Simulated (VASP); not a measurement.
# GaAsSe2 (P6/mmm) in VASP: further runs

The runs below take GaAsSe2 through single point, relaxation of cell and atoms, with PBE.

All numbers are computed with VASP 6.6.1; they aren't measurements. Logs are shortened: lines on timing, memory, paths and dates and some standing lists are left out, and cuts for length are marked.

### 1 The cell of the first run

The structure is hexagonal, space group P6/mmm (No. 191). The conventional cell has a = 2.952 Å, b = 2.952 Å, c = 11.109 Å, α = 90.00°, β = 90.00°, γ = 120.00°. Ga (site symmetry 6/mmm) has 2 Se at 2.81 Å and 6 Ga at 2.95 Å within 3.7 Å. Within 3.6 Å of As (site symmetry 6/mmm) lie 2 Se at 2.75 Å and 6 As at 2.95 Å. Se (site symmetry 6mm) has 1 As at 2.75 Å and 1 Ga at 2.81 Å and 6 Se at 2.95 Å within 3.6 Å.

The cell was generated, and may not be a known phase.

### 2 Single point, PBE

INCAR

```
PREC = Accurate ; ENCUT = 520
EDIFF = 1E-6 ; ISMEAR = 0
SIGMA = 0.1 ; LREAL = F
LASPH = T ; NELM = 60
ALGO = Normal ; ISIF = 2
LWAVE = F ; LCHARG = F
GGA = PE ; NBANDS = 23
```

KPOINTS

```
regular mesh
0
Gamma
  18 18 4
```

POSCAR

```
GaAsSe2
1.0
    2.9518286204      0.0000000000      0.0000000000
   -1.4759143102      2.5563585729      0.0000000000
    0.0000000000      0.0000000000     11.1086683054
Ga As Se
1 1 2
Direct
    0.0000000000      0.0000000000      0.0000000000
    0.0000000000      0.0000000000      0.5000000000
    0.0000000000      0.0000000000      0.2528937079
    0.0000000000      0.0000000000      0.7471062921
```

Potentials or basis: VASP PAW PBE potentials, release 64 (Ga_d, As, Se).

Command:

```
> cat potpaw_PBE.64/Ga_d/POTCAR potpaw_PBE.64/As/POTCAR potpaw_PBE.64/Se/POTCAR > POTCAR
> mpirun -np 1 vasp_std > vasp.out
```

OUTCAR:

```text
PREC = Accurate
   ENCUT = 520
   EDIFF = 1E-6
   ISMEAR = 0
   LREAL = F
   LASPH = T
   NELM = 60
   ISIF = 2
   GGA = PE

 ion  position               nearest neighbor table
   1  0.000  0.000  0.000-   3 2.81   4 2.81
   2  0.000  0.000  0.500-   3 2.75   4 2.75
   3  0.000  0.000  0.253-   2 2.75   1 2.81
   4  0.000  0.000  0.747-   2 2.75   1 2.81

  LATTYP: Found a hexagonal cell.
 ALAT       =     2.9518286204
 C/A-ratio  =     3.7633175004

  Lattice vectors:

 A1 = (   2.9518286204,   0.0000000000,   0.0000000000)
 A2 = (  -1.4759143102,   2.5563585729,   0.0000000000)
 A3 = (   0.0000000000,   0.0000000000,  11.1086683054)

Analysis of symmetry for initial positions (statically):
=====================================================================
 Subroutine PRICEL returns:
 Original cell was already a primitive cell.

 Routine SETGRP: Setting up the symmetry group for a
 hexagonal supercell.

 Subroutine GETGRP returns: Found 24 space group operations
 (whereof 24 operations were pure point group operations)
 out of a pool of 24 trial point group operations.

The static configuration has the point symmetry D_6h.

Analysis of symmetry for dynamics (positions and initial velocities):
=====================================================================
 Subroutine PRICEL returns:
 Original cell was already a primitive cell.

 Routine SETGRP: Setting up the symmetry group for a
 hexagonal supercell.

 Subroutine GETGRP returns: Found 24 space group operations
 (whereof 24 operations were pure point group operations)
 out of a pool of 24 trial point group operations.

The dynamic configuration has the point symmetry D_6h.

 Subroutine INISYM returns: Found 24 space group operations
 (whereof 24 operations are pure point group operations),
 and found     1 'primitive' translations

----------------------------------------------------------------------------------------

                                     Primitive cell

  volume of cell :      83.8253

  direct lattice vectors                    reciprocal lattice vectors
     2.951828620  0.000000000  0.000000000     0.338773055  0.195590715  0.000000000
    -1.475914310  2.556358573  0.000000000     0.000000000  0.391181429  0.000000000
     0.000000000  0.000000000 11.108668305     0.000000000  0.000000000  0.090019791

  length of vectors
     2.951828620  2.951828620 11.108668305     0.391181429  0.391181429  0.090019791

  position of ions in fractional coordinates (direct lattice)
     0.000000000  0.000000000  0.000000000
     0.000000000  0.000000000  0.500000000
     0.000000000  0.000000000  0.252893708
     0.000000000  0.000000000  0.747106292

  ion indices of the primitive-cell ions
   primitive index   ion index
                 1           1
                 2           2
                 3           3
                 4           4

----------------------------------------------------------------------------------------

 KPOINTS: regular mesh

Automatic generation of k-mesh.
 Grid dimensions read from file:
 generate k-points for:   18   18    4

 Generating k-lattice:

  Cartesian coordinates                     Fractional coordinates (reciprocal lattice)
     0.018820725  0.010866151  0.000000000     0.055555556 -0.000000000  0.000000000
     0.000000000  0.021732302  0.000000000     0.000000000  0.055555556  0.000000000
     0.000000000  0.000000000  0.022504948     0.000000000  0.000000000  0.250000000

  Length of vectors
     0.021732302  0.021732302  0.022504948

  Shift w.r.t. Gamma in fractional coordinates (k-lattice)
     0.000000000  0.000000000  0.000000000

 Subroutine IBZKPT returns following result:
 ===========================================

 Found    111 irreducible k-points:

 Following reciprocal coordinates:
            Coordinates               Weight
  0.000000  0.000000  0.000000      1.000000
  0.055556  0.000000  0.000000      6.000000
  0.111111  0.000000  0.000000      6.000000
  0.166667 -0.000000  0.000000      6.000000
  0.222222 -0.000000  0.000000      6.000000
  0.277778  0.000000  0.000000      6.000000
[... 16 lines left out ...]
  0.333333  0.111111  0.000000     12.000000
  0.388889  0.111111  0.000000     12.000000
 [... further k-points ...]
   k-points           NKPTS =    111   k-points in BZ     NKDIM =    111   number of bands    NBANDS=     23
   number of dos      NEDOS =    301   number of ions     NIONS =      4
   total plane-waves  NPLWV =  48384
   dimension x,y,z NGX =    24 NGY =   24 NGZ =   84
   dimension x,y,z NGXF=    48 NGYF=   48 NGZF=  168
   ions per type =               1   1   2
   NGX,Y,Z   is equivalent  to a cutoff of  13.52, 13.52, 12.57 a.u.
   NGXF,Y,Z  is equivalent  to a cutoff of  27.03, 27.03, 25.14 a.u.
 SYSTEM =  unknown system
   PREC   = accura    normal or accurate (medium, high low for compatibility)
   ISTART =      0    job   : 0-new  1-cont  2-samecut
   ICHARG =      2    charge: 1-file 2-atom 10-const
   ISPIN  =      1    spin polarized calculation?
   LNONCOLLINEAR =      F non collinear calculations
   LSORBIT =      F    spin-orbit coupling
   LASPH  =      T    aspherical Exc in radial PAW
   ENCUT  =  520.0 eV  38.22 Ry    6.18 a.u.   5.49  5.49 20.65*2*pi/ulx,y,z
   NELM   =     60;   NELMIN=  2; NELMDL= -5     # of ELM steps
   EDIFF  = 0.1E-05   stopping-criterion for ELM
   LREAL  =      F    real-space projection
   EDIFFG = 0.1E-04   stopping-criterion for IOM
   NSW    =      0    number of steps for IOM
   IBRION =     -1    ionic relax: 0-MD 1-quasi-New 2-CG
   NFREE  =      0    steps in history (QN), initial steepest desc. (CG)
   ISIF   =      2    stress and relaxation
   ISYM   =      2    0-nonsym 1-usesym 2-fastsym
   POTIM  = 0.5000    time-step for ionic-motion
   TEBEG  =    0.0;   TEEND  =   0.0 temperature during run
   PSTRESS=    0.0 pullay stress
   NELECT =      30.0000    total number of electrons
   NUPDOWN=      -1.0000    fix difference up-down
   EMIN   =  10.00;   EMAX   =-10.00  energy-range for DOS
   EFERMI =   0.00;   METHOD = LEGACY
   ISMEAR =     0;   SIGMA  =   0.10  broadening in eV -4-tet -1-fermi 0-gaus
   EFERMI_NEDOS =   21; number of points for ismear=-14 and -15
   IALGO  =     38    algorithm
   IMIX   =      4    mixing-type and parameters
     AMIX     =   0.40;   BMIX     =  1.00
     AMIX_MAG =   1.60;   BMIX_MAG =  1.00
  volume/ion in A,a.u.               =      20.96       141.42
  Fermi-wavevector in a.u.,A,eV,Ry     =   1.162314  2.196456 18.381127  1.350975
  Thomas-Fermi vector in A             =   2.298877
   LORBIT       =      0    0 simple, 1 ext, 2 COOP (PROOUT), +10 PAW based schemes
   GGA     = PE    functional components
   LHFCALC =     F    Hartree Fock is set to
   AEXX    =    0.0000 exact exchange contribution
   IVDW    =     0    specifies the selected vdW correction
   LEPSILON=     F    determine dielectric tensor
   LRPA    =     F    only Hartree local field effects (RPA)
 non-spin polarized calculation
 Gauss-broadening in eV      SIGMA  =   0.10
  energy-cutoff  :      520.00
  volume of cell :       83.83
 maximum number of plane-waves:      2333
 NGX is ok and might be reduce to    24
   NGX = 11   NGY = 11   NGZ = 41

 number of electron      29.9999997 magnetization

 Free energy of the ion-electron system (eV)
  ---------------------------------------------------
  ext. energy  EPLUGINS =         0.00000000
  ---------------------------------------------------
  free energy    TOTEN  =       -13.68282728 eV

  energy without entropy =      -13.66862554  energy(sigma->0) =      -13.67572641

 E-fermi :   5.2606     XC(G=0): -10.3473

 val. band max:        5.2507547001   @ k =   0.1111   0.0556   0.2500
 cond. band min:       5.2624269195   @ k =   0.4444   0.0556   0.5000
 fundamental gap:      0.0116722194
 Fermi energy:         5.2606090821

 k-point     1 :       0.0000    0.0000    0.0000
  band No.  band energies     occupation
      1     -10.4775      2.00000
      2     -10.1695      2.00000
      3      -9.6892      2.00000
      4      -9.6219      2.00000
      5      -9.6219      2.00000
      6      -9.5131      2.00000
[... 15 lines left out ...]
     22      15.5996      0.00000
     23      16.9256      0.00000

 k-point     2 :       0.0556    0.0000    0.0000
  band No.  band energies     occupation
      1     -10.4226      2.00000
      2     -10.1124      2.00000
      3      -9.6806      2.00000
      4      -9.6236      2.00000
      5      -9.6156      2.00000
      6      -9.5168      2.00000
[... 15 lines left out ...]
     22      15.9179      0.00000
     23      16.1244      0.00000

 k-point     3 :       0.1111    0.0000    0.0000
  band No.  band energies     occupation
      1     -10.2627      2.00000
      2      -9.9437      2.00000
      3      -9.6576      2.00000
      4      -9.6234      2.00000
      5      -9.5973      2.00000
      6      -9.5265      2.00000
[... 15 lines left out ...]
     22      15.5484      0.00000
     23      15.9640      0.00000

 k-point     4 :       0.1667   -0.0000    0.0000
  band No.  band energies     occupation
      1     -10.0231      2.00000
      2      -9.6805      2.00000
      3      -9.6503      2.00000
      4      -9.5719      2.00000
      5      -9.5692      2.00000
      6      -9.5277      2.00000
[... 15 lines left out ...]
     22      15.0790      0.00000
     23      15.0843      0.00000

 k-point     5 :       0.2222   -0.0000    0.0000
  band No.  band energies     occupation
      1      -9.8070      2.00000
      2      -9.6539      2.00000
      3      -9.5849      2.00000
      4      -9.5344      2.00000
      5      -9.5252      2.00000
      6      -9.3819      2.00000
[... 434 lines left out ...]
 k-point    22 :       0.2778    0.1111    0.0000
  band No.  band energies     occupation
      1      -9.7030      2.00000
      2      -9.6203      2.00000
      3      -9.6110      2.00000
      4      -9.5431      2.00000
      5      -9.4674      2.00000
      6      -8.3402      2.00000
[... 15 lines left out ...]
     22      11.7547      0.00000
     23      14.1531      0.00000

 k-point    23 :       0.3333    0.1111    0.0000
  band No.  band energies     occupation
      1      -9.7105      2.00000
      2      -9.6343      2.00000
      3      -9.5828      2.00000
      4      -9.5483      2.00000
      5      -9.4455      2.00000
      6      -7.8359      2.00000
[... 15 lines left out ...]
     22      11.8867      0.00000
     23      13.3148      0.00000

 k-point    24 :       0.3889    0.1111    0.0000
  band No.  band energies     occupation
      1      -9.7170      2.00000
      2      -9.6434      2.00000
      3      -9.5637      2.00000
      4      -9.5517      2.00000
      5      -9.4322      2.00000
      6      -7.4353      2.00000
[... 15 lines left out ...]
     22      12.1981      0.00000
     23      12.6777      0.00000

 [... further k-points ...]

------------------------ aborting loop because EDIFF is reached ----------------------------------------

  FORCE on cell =-STRESS in cart. coord.  units (eV):
  Direction    XX          YY          ZZ          XY          YZ          ZX
  --------------------------------------------------------------------------------------
  -------------------------------------------------------------------------------------
  Total        0.0217776      0.0217776      0.0628808      0.0000000     -0.0000000      0.0000000
  in kB        0.4162415      0.4162415      1.2018597      0.0000000     -0.0000000      0.0000000
  external PRESSURE =       0.6781142 kB  Pullay stress =       0.0000000 kB

 VOLUME and BASIS-vectors are now :
 -----------------------------------------------------------------------------
  energy-cutoff  :      520.00
  volume of cell :       83.83
      direct lattice vectors                 reciprocal lattice vectors
     2.951828620  0.000000000  0.000000000     0.338773055  0.195590715  0.000000000
    -1.475914310  2.556358573  0.000000000     0.000000000  0.391181429  0.000000000
     0.000000000  0.000000000 11.108668305     0.000000000  0.000000000  0.090019791

 POSITION                                       TOTAL-FORCE (eV/Angst)
 -----------------------------------------------------------------------------------
      0.00000      0.00000      0.00000        -0.000000      0.000000      0.000000
      0.00000      0.00000      5.55433        -0.000000      0.000000      0.000000
      0.00000      0.00000      2.80931         0.000000     -0.000000      0.004735
      0.00000      0.00000      8.29936        -0.000000      0.000000     -0.004735
 -----------------------------------------------------------------------------------
    total drift:                                0.000000     -0.000000     -0.000000

  FREE ENERGIE OF THE ION-ELECTRON SYSTEM (eV)
  ---------------------------------------------------
  free  energy   TOTEN  =       -13.6828272796 eV

  energy  without entropy=      -13.6686255429  energy(sigma->0) =      -13.67572641
```

Wall time 82 s (1 thread of Intel Xeon 6975P-C (Granite Rapids), shared host); peak memory 0.38 GiB.

Results:

```yaml
Free_energy: -13.6828 eV
Pressure: 0.1 GPa
Largest_force: 0.005 eV/Å
Band_gap_on_the_k_mesh: zero (bands 15 and 16 overlap by 5.99 eV)
```

Forces in eV/Å, atoms in the order of the input:
```
Ga   0.000  0.000  0.000
As   0.000  0.000  0.000
Se   0.000  0.000  0.005
Se   0.000  0.000 -0.005
```

Stress tensor (GPa, compression positive):
```
0.04 0.00 0.00
0.00 0.04 0.00
0.00 0.00 0.12
```

### 3 Relaxation of cell and atoms, PBE

This run uses another cell than the first one, of 21.10 Å³/atom.

INCAR

```
SYSTEM = GaAsSe2
PREC = Accurate
ENCUT = 600
EDIFF = 1E-6
ISMEAR = 0
SIGMA = 0.1
LREAL = .False.
LASPH = .True.
NELM = 60
ALGO = Normal
ISIF = 3
LWAVE = .False.
LCHARG = .False.
GGA = PE
IBRION = 2
NSW = 100
EDIFFG = -0.01
```

KPOINTS

```
Automatic mesh
0
Gamma
  18 18 4
  0 0 0
```

POSCAR

```
GaAsSe2
1.0
    2.9713428277      0.0000000000      0.0000000000
   -1.4856714138      2.5732583721      0.0000000000
    0.0000000000      0.0000000000     11.0362565901
Ga As Se
1 1 2
Direct
    0.0000000000      0.0000000000      0.0000000000
    0.0000000000      0.0000000000      0.5000000000
    0.0000000000      0.0000000000      0.2546072600
    0.0000000000      0.0000000000      0.7453927400
```

Potentials or basis: VASP PAW PBE potentials, release 64 (Ga_d, As, Se).

Command:

```
> cat potpaw_PBE.64/Ga_d/POTCAR potpaw_PBE.64/As/POTCAR potpaw_PBE.64/Se/POTCAR > POTCAR
> mpirun -np 1 vasp_std > vasp.out
```

It took 5.3 min on 1 thread of Intel Xeon 6975P-C (Granite Rapids), shared host; peak memory 0.43 GiB.

The run converged. Its results:

| Item | Value |
| --- | --- |
| Free energy | -13.6828 eV |
| Relaxed volume | 20.99 Å³/atom |
| Relaxed cell | a = 2.952 Å, b = 2.952 Å, c = 11.127 Å, α = 90.00°, β = 90.00°, γ = 120.00° |
| Space group after relaxing (to 0.1 Å) | P6/mmm (No. 191) |
| Energy gained by relaxing | 0.8 meV/atom |
| Ionic steps | 9 |
| Pressure after relaxing | 0.0 GPa |

Step by step:
```tsv
step	energy change (eV)	largest force (eV/Å)	pressure (GPa)	volume (Å³)
1	0.0000	0.0557	-0.12	84.38
2	-0.0018	0.0481	-0.04	84.19
3	-0.0028	0.0393	0.07	83.98
4	-0.0028	0.0377	0.12	83.92
5	-0.0030	0.0217	-0.10	84.14
6	-0.0030	0.0227	-0.03	84.12
7	-0.0030	0.0216	-0.08	84.13
8	-0.0031	0.0142	-0.04	84.07
9	-0.0032	0.0009	-0.01	83.97
```

Final structure:
```
CELL_PARAMETERS angstrom
2.95190 0.00000 0.00000
-1.47595 2.55642 0.00000
0.00000 0.00000 11.12679
ATOMIC_POSITIONS crystal
Ga 0.00000 0.00000 0.00000
As 0.00000 0.00000 0.50000
Se 0.00000 0.00000 0.25312
Se 0.00000 0.00000 0.74688
```

Levels at points of the mesh, in eV from the Fermi level:
```
           k point  band 11  band 12  band 13  band 14  band 15  band 16  band 17  band 18  band 19
(0.00, 0.00, 0.00)    -2.90    -1.51     2.85     2.85     2.96     2.96     3.95     5.58     5.58
(0.50, 0.00, 0.00)    -4.85    -4.00    -3.73    -2.02     0.20     0.37     0.55     1.82     2.67
(0.00, 0.00, 0.50)    -4.92     0.73     2.07     2.86     2.86     2.94     2.94     5.58     5.58
(0.50, 0.00, 0.50)    -4.78    -4.63    -2.10    -1.98    -1.80     0.39     0.52     2.68     3.49
```

Caveat: the highest band is partly filled, so the run has too few bands.
